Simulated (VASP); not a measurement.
A run of VASP 6.6.1 is set up as follows.

Contents of INCAR:

```
ALGO     = Normal         # electronic algorithm
EDIFF    = 1E-8           # SCF threshold, eV
ENCUT    = 520            # plane-wave cutoff, eV
GGA      = PE             # functional
ISIF     = 2              # what is computed and relaxed
ISMEAR   = -1             # smearing method
LASPH    = T              # aspherical terms in the spheres
LCHARG   = F              # write CHGCAR
LEFG     = T            
LREAL    = Auto         
LWAVE    = F              # write WAVECAR
NBANDS   = 166            # bands
NELECT   = 286.0        
NELM     = 100            # most SCF steps
PREC     = Accurate       # precision mode
SIGMA    = 0.01           # smearing width, eV
```

KPOINTS

```
k-points
0
Gamma
  3 3 2
```

POSCAR

```
YZn15O16
1.0
    6.4986160000      0.0000000000      0.0000000000
   -3.2493080000      5.6279665454      0.0000000000
    0.0000000000      0.0000000000     10.4114180000
Y Zn O
1 15 16
Direct
    0.1666666666      0.3333333334      0.2500000000
    0.1666666666      0.3333333334      0.7500000000
    0.1666666666      0.8333333334      0.2500000000
    0.1666666666      0.8333333334      0.7500000000
    0.6666666666      0.3333333334      0.2500000000
    0.6666666666      0.3333333334      0.7500000000
    0.6666666666      0.8333333334      0.2500000000
    0.6666666666      0.8333333334      0.7500000000
    0.3333333334      0.1666666666      0.0000000000
    0.3333333334      0.1666666666      0.5000000000
    0.3333333334      0.6666666666      0.0000000000
    0.3333333334      0.6666666666      0.5000000000
    0.8333333334      0.1666666666      0.0000000000
    0.8333333334      0.1666666666      0.5000000000
    0.8333333334      0.6666666666      0.0000000000
    0.8333333334      0.6666666666      0.5000000000
    0.3333333334      0.1666666666      0.1895050000
    0.3333333334      0.1666666666      0.6895050000
    0.3333333334      0.6666666666      0.1895050000
    0.3333333334      0.6666666666      0.6895050000
    0.8333333334      0.1666666666      0.1895050000
    0.8333333334      0.1666666666      0.6895050000
    0.8333333334      0.6666666666      0.1895050000
    0.8333333334      0.6666666666      0.6895050000
    0.1666666666      0.3333333334      0.4395050000
    0.1666666666      0.3333333334      0.9395050000
    0.1666666666      0.8333333334      0.4395050000
    0.1666666666      0.8333333334      0.9395050000
    0.6666666666      0.3333333334      0.4395050000
    0.6666666666      0.3333333334      0.9395050000
    0.6666666666      0.8333333334      0.4395050000
    0.6666666666      0.8333333334      0.9395050000
```

Potentials or basis: VASP PAW PBE potentials, release 64 (Y_sv, Zn, O).

Run with:

```bash
$ cat potpaw_PBE.64/Y_sv/POTCAR potpaw_PBE.64/Zn/POTCAR potpaw_PBE.64/O/POTCAR > POTCAR
$ mpirun -np 1 vasp_std > vasp.out
```

Q: Estimate the largest force.

A: 3.198 eV/Å.

Electric field gradients, principal values (V/Å²):
| atom | least | middle | greatest (by size) |
| --- | --- | --- | --- |
| 1 Y | -2.094 | -2.098 | 4.192 |
| 2 Zn | -3.600 | -3.602 | 7.202 |
| 3 Zn | 0.386 | 9.064 | -9.450 |
| 4 Zn | -1.403 | -2.142 | 3.545 |
| 5 Zn | 0.386 | 9.064 | -9.450 |
| 6 Zn | -1.403 | -2.142 | 3.545 |
| 7 Zn | 0.389 | 9.059 | -9.448 |
| 8 Zn | -1.405 | -2.140 | 3.545 |
| 9 Zn | -5.544 | -7.812 | 13.356 |
| 10 Zn | -1.927 | -6.627 | 8.554 |
| 11 Zn | -5.546 | -7.810 | 13.356 |
| 12 Zn | -1.925 | -6.627 | 8.553 |
| 13 Zn | -5.546 | -7.810 | 13.356 |
| 14 Zn | -1.925 | -6.627 | 8.553 |
| 15 Zn | -3.192 | -3.194 | 6.386 |
| 16 Zn | 2.295 | 2.297 | -4.592 |
| 17 O | 24.091 | 31.940 | -56.030 |
| 18 O | -1.619 | -2.226 | 3.845 |
| 19 O | 24.090 | 31.946 | -56.036 |
| 20 O | -1.626 | -2.220 | 3.845 |
| 21 O | 24.090 | 31.946 | -56.036 |
| 22 O | -1.626 | -2.220 | 3.845 |
| 23 O | 5.682 | 5.691 | -11.373 |
| 24 O | -1.188 | -1.196 | 2.384 |
| 25 O | 31.817 | 31.825 | -63.643 |
| 26 O | -2.708 | -2.717 | 5.426 |
| 27 O | -0.741 | -4.793 | 5.534 |
| 28 O | -0.689 | -1.363 | 2.052 |
| 29 O | -0.741 | -4.793 | 5.534 |
| 30 O | -0.689 | -1.363 | 2.052 |
| 31 O | -0.741 | -4.786 | 5.528 |
| 32 O | -0.689 | -1.356 | 2.045 |

Caveat: the cell carries a net charge on a neutralising background, which shifts energy and pressure; without QUAD_EFG the Cq values of the log hold for a quadrupole moment of 1 mb, not for the nuclei.
